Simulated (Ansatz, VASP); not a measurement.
**Two plane-wave programs on O**

File INCAR:

```
PREC = Accurate ; ENCUT = 520
EDIFF = 1E-6 ; ISMEAR = 1
SIGMA = 0.11 ; LREAL = False
LASPH = True ; NELM = 100
ALGO = Normal ; ISIF = 2
LWAVE = False ; LCHARG = True
GGA = PE ; LELF = True
LVHAR = True ; NBANDS = 13
```

Contents of KPOINTS:

```
Automatic mesh
0
Gamma
  6 6 6
```

File POSCAR:

```
O
1.0
    1.4233490221      0.8217709410      3.4083000000
   -1.4233490221      0.8217709410      3.4083000000
    0.0000000000     -1.6435418821      3.4083000000
O
2
Direct
    0.0577000000      0.0577000000      0.0577000000
    0.9423000000      0.9423000000      0.9423000000
```

Input for Ansatz:

```yaml
crystal:
  lattice:
    - [1.4233490221, 0.821770941, 3.4083]
    - [-1.4233490221, 0.821770941, 3.4083]
    - [0.0, -1.6435418821, 3.4083]
  atoms:
    - { symbol: O, position: [0.0577, 0.0577, 0.0577] }
    - { symbol: O, position: [0.9423, 0.9423, 0.9423] }
basis:
  ecutwfc: 420
kpoints:
  mp_grid: { grid: [6, 6, 6] }
hamiltonian:
  xc: pbe
scf:
  occupations: { method: methfessel_paxton, width: 0.11 }
  mixing: { beta: 0.12, preconditioner: none }
  max_iter: 77
output:
  forces: true
  stress: true
  eigenvalues: true
  dos: { projected: true }
```

Alike in both runs: task single point; functional PBE; k mesh 6 × 6 × 6; occupations methfessel-paxton of order 1, width 0.11 eV; no spin polarisation.

```csv
,VASP,Ansatz
version,VASP 6.6.1,Ansatz 0.2.0
potentials or method,"VASP PAW PBE potentials, release 64 (O), cutoff 520 eV","scalar-relativistic, plane waves, PAW"
valence electrons in the cell,12,12
```

Ansatz gave:

```
gap on the k mesh at the Fermi level (eV)                     : none
pressure (GPa)                                                : 5.2
traceless stress, the component that is largest in VASP (GPa) : 22.09
rms of the force components (eV/Å)                            : 1.508
```

**Question.** What did VASP give for the same quantities?

**Answer.** gap on the k mesh at the Fermi level (eV): none; pressure (GPa): 9.3; traceless stress, the component that is largest in VASP (GPa): 30.91; rms of the force components (eV/Å): 2.491.

Atom by atom the forces differ by 0.983 eV/Å (rms over components). A gap of «none» marks a metal or a gap that the smearing closes.

The k mesh is coarse, so the values compare programs but aren't converged. Noted on VASP's run: the standard files for N, O and F lose accuracy on very short bonds; spin is off for a triplet molecule.
